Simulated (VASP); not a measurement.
# MnF2 (P4_2/mnm) in VASP: single point with PBE

Aim: the single point of MnF2 with PBE.

Everything below comes from runs of VASP 6.6.1. Logs are shortened: lines on timing, memory, paths and dates and some standing lists are left out, and cuts for length are marked.

### Step 1. The cell of the first run

Symmetry: P4_2/mnm, No. 136, tetragonal system. Conventional cell: a = 4.841 Å, b = 4.841 Å, c = 3.289 Å, α = 90.00°, β = 90.00°, γ = 90.00°. Within 2.8 Å of Mn (site symmetry mmm) lie 6 F at 2.09 to 2.12 Å. F (site symmetry m2m) has 3 Mn at 2.09 to 2.12 Å and 1 F at 2.67 Å within 2.8 Å.

### Step 2. Single point, PBE

Contents of POSCAR:

```
MnF2
1.0
    4.8414770000      0.0000000000      0.0000000000
    0.0000000000      4.8414770000      0.0000000000
    0.0000000000      0.0000000000      3.2887440000
Mn F
2 4
Direct
    0.0000000000      0.0000000000      0.0000000000
    0.5000000000      0.5000000000      0.5000000000
    0.3053000000      0.3053000000      0.0000000000
    0.1947000000      0.8053000000      0.5000000000
    0.6947000000      0.6947000000      0.0000000000
    0.8053000000      0.1947000000      0.5000000000
```

Contents of INCAR.step1:

```
ALGO = Normal ; EDIFF = 1E-6
ENCUT = 520 ; GGA = PE
ISIF = 2 ; ISMEAR = -1
LASPH = T ; LCHARG = T
LMAXMIX = 4 ; LREAL = F
LWAVE = F ; NBANDS = 36
NELM = 80 ; PREC = Accurate
SIGMA = 0.1
```

Contents of KPOINTS.step1:

```
k-points
0
Gamma
  7 7 10
```

Contents of INCAR.step2:

```
ALGO = Normal ; EDIFF = 1E-6
ENCUT = 520 ; GGA = PE
ICHARG = 11 ; ISIF = 2
ISMEAR = -5 ; LASPH = T
LCHARG = F ; LMAXMIX = 4
LORBIT = 11 ; LREAL = F
LWAVE = F ; NEDOS = 2001
NELM = 80 ; PREC = Accurate
SIGMA = 0.1
```

Contents of KPOINTS.step2:

```
k-points
0
Gamma
  11 11 15
```

Potentials or basis: VASP PAW PBE potentials, release 64 (Mn_pv, F).

The run is started by

```console
$ cat potpaw_PBE.64/Mn_pv/POTCAR potpaw_PBE.64/F/POTCAR > POTCAR
$ cp INCAR.step1 INCAR
$ cp KPOINTS.step1 KPOINTS
$ mpirun -np 1 vasp_std > vasp.out
$ cp INCAR.step2 INCAR
$ cp KPOINTS.step2 KPOINTS
$ mpirun -np 1 vasp_std > vasp.out
```

OUTCAR:

```text
EDIFF = 1E-6
   ENCUT = 520
   GGA = PE
   ICHARG = 11
   ISIF = 2
   ISMEAR = -5
   LASPH = T
   LORBIT = 11
   LREAL = F
   NELM = 80
   PREC = Accurate

 ion  position               nearest neighbor table
   1  0.000  0.000  0.000-   3 2.09   5 2.09   4 2.12   6 2.12   4 2.12   6 2.12
   2  0.500  0.500  0.500-   4 2.09   6 2.09   5 2.12   3 2.12   3 2.12   5 2.12
   3  0.305  0.305  0.000-   1 2.09   2 2.12   2 2.12
   4  0.195  0.805  0.500-   2 2.09   1 2.12   1 2.12
   5  0.695  0.695  0.000-   1 2.09   2 2.12   2 2.12
   6  0.805  0.195  0.500-   2 2.09   1 2.12   1 2.12

  LATTYP: Found a simple tetragonal cell.
 ALAT       =     4.8414770000
 C/A-ratio  =     0.6792852677

  Lattice vectors:

 A1 = (   4.8414770000,   0.0000000000,   0.0000000000)
 A2 = (   0.0000000000,   4.8414770000,   0.0000000000)
 A3 = (   0.0000000000,   0.0000000000,   3.2887440000)

Analysis of symmetry for initial positions (statically):
=====================================================================
 Subroutine PRICEL returns:
 Original cell was already a primitive cell.

 Routine SETGRP: Setting up the symmetry group for a
 simple tetragonal supercell.

 Subroutine GETGRP returns: Found 16 space group operations
 (whereof  8 operations were pure point group operations)
 out of a pool of 16 trial point group operations.

The static configuration has the point symmetry D_2h.
 The point group associated with its full space group is D_4h.

Analysis of symmetry for dynamics (positions and initial velocities):
=====================================================================
 Subroutine PRICEL returns:
 Original cell was already a primitive cell.

 Routine SETGRP: Setting up the symmetry group for a
 simple tetragonal supercell.

 Subroutine GETGRP returns: Found 16 space group operations
 (whereof  8 operations were pure point group operations)
 out of a pool of 16 trial point group operations.

The dynamic configuration has the point symmetry D_2h.
 The point group associated with its full space group is D_4h.

 Subroutine INISYM returns: Found 16 space group operations
 (whereof  8 operations are pure point group operations),
 and found     1 'primitive' translations

----------------------------------------------------------------------------------------

                                     Primitive cell

  volume of cell :      77.0878

  direct lattice vectors                    reciprocal lattice vectors
     4.841477000  0.000000000  0.000000000     0.206548539  0.000000000  0.000000000
     0.000000000  4.841477000  0.000000000     0.000000000  0.206548539  0.000000000
     0.000000000  0.000000000  3.288744000     0.000000000  0.000000000  0.304067449

  length of vectors
     4.841477000  4.841477000  3.288744000     0.206548539  0.206548539  0.304067449

  position of ions in fractional coordinates (direct lattice)
     0.000000000  0.000000000  0.000000000
     0.500000000  0.500000000  0.500000000
     0.305300000  0.305300000  0.000000000
     0.194700000  0.805300000  0.500000000
     0.694700000  0.694700000  0.000000000
     0.805300000  0.194700000  0.500000000

  ion indices of the primitive-cell ions
   primitive index   ion index
                 1           1
                 2           2
                 3           3
                 4           4
                 5           5
                 6           6

----------------------------------------------------------------------------------------

 KPOINTS: k-points

Automatic generation of k-mesh.
 Grid dimensions read from file:
 generate k-points for:   11   11   15

 Generating k-lattice:

  Cartesian coordinates                     Fractional coordinates (reciprocal lattice)
     0.018777140  0.000000000  0.000000000     0.090909091  0.000000000  0.000000000
     0.000000000  0.018777140  0.000000000     0.000000000  0.090909091  0.000000000
     0.000000000  0.000000000  0.020271163     0.000000000  0.000000000  0.066666667

  Length of vectors
     0.018777140  0.018777140  0.020271163

  Shift w.r.t. Gamma in fractional coordinates (k-lattice)
     0.000000000  0.000000000  0.000000000

 TETIRR: Found   2696 inequivalent tetrahedra from    10890

 Subroutine IBZKPT returns following result:
 ===========================================

 Found    168 irreducible k-points:

 Following reciprocal coordinates:
            Coordinates               Weight
  0.000000  0.000000  0.000000      1.000000
  0.090909  0.000000  0.000000      4.000000
  0.181818  0.000000  0.000000      4.000000
  0.272727  0.000000  0.000000      4.000000
  0.363636  0.000000  0.000000      4.000000
  0.454545  0.000000  0.000000      4.000000
[... 16 lines left out ...]
  0.090909  0.000000  0.066667      8.000000
  0.181818  0.000000  0.066667      8.000000
 [... further k-points ...]
   k-points           NKPTS =    168   k-points in BZ     NKDIM =    168   number of bands    NBANDS=     32
   number of dos      NEDOS =   2001   number of ions     NIONS =      6
   total plane-waves  NPLWV =  31104
   dimension x,y,z NGX =    36 NGY =   36 NGZ =   24
   dimension x,y,z NGXF=    72 NGYF=   72 NGZF=   48
   ions per type =               2   4
   NGX,Y,Z   is equivalent  to a cutoff of  12.36, 12.36, 12.13 a.u.
   NGXF,Y,Z  is equivalent  to a cutoff of  24.72, 24.72, 24.26 a.u.
 SYSTEM =  unknown system
   PREC   = accura    normal or accurate (medium, high low for compatibility)
   ISTART =      0    job   : 0-new  1-cont  2-samecut
   ICHARG =     11    charge: 1-file 2-atom 10-const
   ISPIN  =      1    spin polarized calculation?
   LNONCOLLINEAR =      F non collinear calculations
   LSORBIT =      F    spin-orbit coupling
   LASPH  =      T    aspherical Exc in radial PAW
   ENCUT  =  520.0 eV  38.22 Ry    6.18 a.u.   9.00  9.00  6.11*2*pi/ulx,y,z
   NELM   =     80;   NELMIN=  2; NELMDL=  0     # of ELM steps
   EDIFF  = 0.1E-05   stopping-criterion for ELM
   LREAL  =      F    real-space projection
   EDIFFG = 0.1E-04   stopping-criterion for IOM
   NSW    =      0    number of steps for IOM
   IBRION =     -1    ionic relax: 0-MD 1-quasi-New 2-CG
   NFREE  =      0    steps in history (QN), initial steepest desc. (CG)
   ISIF   =      2    stress and relaxation
   ISYM   =      2    0-nonsym 1-usesym 2-fastsym
   POTIM  = 0.5000    time-step for ionic-motion
   TEBEG  =    0.0;   TEEND  =   0.0 temperature during run
   PSTRESS=    0.0 pullay stress
   NELECT =      54.0000    total number of electrons
   NUPDOWN=      -1.0000    fix difference up-down
   EMIN   =  10.00;   EMAX   =-10.00  energy-range for DOS
   EFERMI =   0.00;   METHOD = LEGACY
   ISMEAR =    -5;   SIGMA  =   0.10  broadening in eV -4-tet -1-fermi 0-gaus
   EFERMI_NEDOS =   21; number of points for ismear=-14 and -15
   IALGO  =     38    algorithm
   IMIX   =      4    mixing-type and parameters
     AMIX     =   0.40;   BMIX     =  1.00
     AMIX_MAG =   1.60;   BMIX_MAG =  1.00
  volume/ion in A,a.u.               =      12.85        86.70
  Fermi-wavevector in a.u.,A,eV,Ry     =   1.453932  2.747533 28.761611  2.113919
  Thomas-Fermi vector in A             =   2.571141
   LORBIT       =     11    0 simple, 1 ext, 2 COOP (PROOUT), +10 PAW based schemes
   GGA     = PE    functional components
   LHFCALC =     F    Hartree Fock is set to
   AEXX    =    0.0000 exact exchange contribution
   IVDW    =     0    specifies the selected vdW correction
   LEPSILON=     F    determine dielectric tensor
   LRPA    =     F    only Hartree local field effects (RPA)
 non-spin polarized calculation
 Fermi weights with tetrahedron method with Bloechl corrections
  energy-cutoff  :      520.00
  volume of cell :       77.09
 maximum number of plane-waves:      2093

 number of electron      54.0000004 magnetization

 Free energy of the ion-electron system (eV)
  ---------------------------------------------------
  ext. energy  EPLUGINS =         0.00000000
  ---------------------------------------------------
  free energy    TOTEN  =       -33.58719730 eV

  energy without entropy =      -33.58719730  energy(sigma->0) =      -33.58719730

 E-fermi :   3.3766     XC(G=0):  -9.9527

 val. band max:        3.3779367922   @ k =   0.4545   0.0000   0.2000
 cond. band min:       3.3762057871   @ k =   0.3636   0.3636   0.2000
 fundamental gap:     -0.0017310051
 Fermi energy:         3.3766000664

 k-point     1 :       0.0000    0.0000    0.0000
  band No.  band energies     occupation
      1     -44.6008      2.00000
      2     -44.6008      2.00000
      3     -44.5500      2.00000
      4     -44.5476      2.00000
      5     -44.4973      2.00000
      6     -44.4973      2.00000
[... 24 lines left out ...]
     31       4.6389      0.00000
     32       5.0665      0.00000

 k-point     2 :       0.0909    0.0000    0.0000
  band No.  band energies     occupation
      1     -44.6008      2.00000
      2     -44.6008      2.00000
      3     -44.5500      2.00000
      4     -44.5476      2.00000
      5     -44.4973      2.00000
      6     -44.4973      2.00000
[... 24 lines left out ...]
     31       4.6316      0.00000
     32       5.0466      0.00000
[... 733 lines left out ...]
     31       4.6010      0.00000
     32       5.0277      0.00000

 k-point    24 :       0.1818    0.0000    0.0667
  band No.  band energies     occupation
      1     -44.6007      2.00000
      2     -44.6007      2.00000
      3     -44.5509      2.00000
      4     -44.5490      2.00000
      5     -44.4972      2.00000
      6     -44.4972      2.00000
[... 24 lines left out ...]
     31       4.5805      0.00000
     32       4.9574      0.00000

 [... further k-points ...]
[... 5 lines left out ...]
  --------------------------------------------------------------------------------------
  -------------------------------------------------------------------------------------
  Total       -5.9164297     -5.9164297    -11.4891873      0.0000000      0.0000000      0.0000000
  in kB     -122.9658385   -122.9658385   -238.7888684      0.0000000      0.0000000      0.0000000
  external PRESSURE =    -161.5735151 kB  Pullay stress =       0.0000000 kB

 VOLUME and BASIS-vectors are now :
 -----------------------------------------------------------------------------
  energy-cutoff  :      520.00
  volume of cell :       77.09
      direct lattice vectors                 reciprocal lattice vectors
     4.841477000  0.000000000  0.000000000     0.206548539  0.000000000  0.000000000
     0.000000000  4.841477000  0.000000000     0.000000000  0.206548539  0.000000000
     0.000000000  0.000000000  3.288744000     0.000000000  0.000000000  0.304067449

 POSITION                                       TOTAL-FORCE (eV/Angst)
 -----------------------------------------------------------------------------------
      0.00000      0.00000      0.00000        -0.000000      0.000000      0.000000
      2.42074      2.42074      1.64437        -0.000000      0.000000      0.000000
      1.47810      1.47810      0.00000         0.023536      0.023536      0.000000
      0.94264      3.89884      1.64437        -0.023536      0.023536      0.000000
      3.36337      3.36337      0.00000        -0.023536     -0.023536      0.000000
      3.89884      0.94264      1.64437         0.023536     -0.023536      0.000000
 -----------------------------------------------------------------------------------
    total drift:                                0.000000      0.000000      0.000000

  FREE ENERGIE OF THE ION-ELECTRON SYSTEM (eV)
  ---------------------------------------------------
  free  energy   TOTEN  =       -33.5871973024 eV

  energy  without entropy=      -33.5871973024  energy(sigma->0) =      -33.58719730

 total charge

# of ion       s       p       d       tot
------------------------------------------
    1        0.156   6.135   5.073  11.364
    2        0.156   6.135   5.073  11.364
    3        1.730   4.322   0.000   6.052
    4        1.730   4.322   0.000   6.052
    5        1.730   4.322   0.000   6.052
    6        1.730   4.322   0.000   6.052
--------------------------------------------------
tot          7.232  29.557  10.146  46.935
```

It took 3.7 min on 1 thread of AMD EPYC 7R13 (Zen 3), shared host; peak memory 0.37 GiB.

Results:

```
Valence electrons inside the program's atomic spheres : Mn 11.36; F 6.05
```

Levels at points of the mesh, in eV from the Fermi level:
```
           k point  band 23  band 24  band 25  band 26  band 27  band 28  band 29  band 30  band 31  band 32
(0.00, 0.00, 0.00)    -0.48    -0.42    -0.29    -0.26    -0.26     0.27     0.31     1.26     1.26     1.69
```

Caveat: the run has no spin polarisation, though such a crystal can be magnetic; semilocal functionals often make such compounds metallic where correlation or magnetic order opens a gap, which also shifts bond lengths; tetrahedron occupations give inexact forces and stress in metals.
